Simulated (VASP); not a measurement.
A run of VASP 6.6.1 is set up as follows.

INCAR

```
SYSTEM = Zn
PREC = Accurate ; ENCUT = 520
EDIFF = 1E-6 ; ISMEAR = 0
SIGMA = 0.1 ; LREAL = .FALSE.
LASPH = .TRUE. ; NELM = 150
ALGO = Normal ; ISIF = 2
LWAVE = .FALSE. ; LCHARG = .FALSE.
LDAU = .TRUE. ; LDAUTYPE = 2
LDAUL = 2 ; LDAUU = 2.6
LDAUJ = 0 ; LDAUPRINT = 1
GGA = PE ; NBANDS = 25
```

The input KPOINTS:

```
Automatic mesh
0
G
  6 6 2
  0 0 0
```

File POSCAR:

```
Zn
1.0
    2.2681701736     -1.3084870100      0.0000000000
    2.2681701736      1.3084870100      0.0000000000
   -1.5917165425      0.0000000000      7.3004081919
Zn
3
Direct
    0.0000000000      0.0000000000      0.0000000000
    0.2219821400      0.2219821400      0.6654950200
    0.7780178600      0.7780178600      0.3345049800
```

Potentials or basis: VASP PAW PBE potentials, release 64 (Zn).

Run with:

```console
$ cat potpaw_PBE.64/Zn/POTCAR > POTCAR
$ mpirun -np 1 vasp_std > vasp.out
```

(1) What does it give for the largest force?

(2) Estimate the pressure.

Results:

(1) 0.024 eV/Å.

(2) 4.0 GPa.

Caveat: the k points lie up to 0.46 Å⁻¹ apart; U without spin polarisation on a metal has little footing; the U is typed as a test and isn't derived for this compound.
